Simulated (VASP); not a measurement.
Set up this calculation in VASP 6.6.1, as the native input.

| Item | Value |
| --- | --- |
| Task | single point |
| Functional | PBE |
| Potentials or basis | VASP PAW PBE potentials, release 64 (Rb_sv, Cl) |
| Cutoff | 500 eV |
| k mesh | 13 × 13 × 13 |
| Occupations | fermi-dirac, width 0.1 eV |
| Spin | no spin polarisation |
| Dipole correction | no |
| Further INCAR settings | ALGO = Normal; EDIFF = 1e-06; NBANDS = 15 |

The structure of RbCl (rocksalt type) lies in POSCAR:

```
RbCl
1.0
    0.0000000000      3.3489632163      3.3489632163
    3.3489632163      0.0000000000      3.3489632163
    3.3489632163      3.3489632163      0.0000000000
Rb Cl
1 1
Direct
    0.0000000000      0.0000000000      0.0000000000
    0.5000000000      0.5000000000      0.5000000000
```

These files were run (other wordings do the same):

INCAR

```
PREC = Accurate
ENCUT = 500
EDIFF = 1E-6
ISMEAR = -1
SIGMA = 0.1
LREAL = False
LASPH = True
NELM = 120
ALGO = Normal
ISIF = 2
LWAVE = False
LCHARG = False
GGA = PE
NBANDS = 15
GGA_COMPAT = False
```

KPOINTS

```
Automatic mesh
0
Gamma
  13 13 13
```

Potentials or basis: VASP PAW PBE potentials, release 64 (Rb_sv, Cl).

Command:

```sh
$ cat potpaw_PBE.64/Rb_sv/POTCAR potpaw_PBE.64/Cl/POTCAR > POTCAR
$ mpirun -np 1 vasp_std > vasp.out
```

It gave:

| Quantity | Value |
| --- | --- |
| Pressure | 0.0 GPa |
| Band gap on the k mesh | 4.83 eV |

Caveat: an odd mesh through Γ misses points on the zone boundary, where band edges can lie.

Wall time 68 s on 1 thread of Intel(R) Xeon(R) Platinum 8488C (Sapphire Rapids) (shared host), peak memory 0.24 GiB.
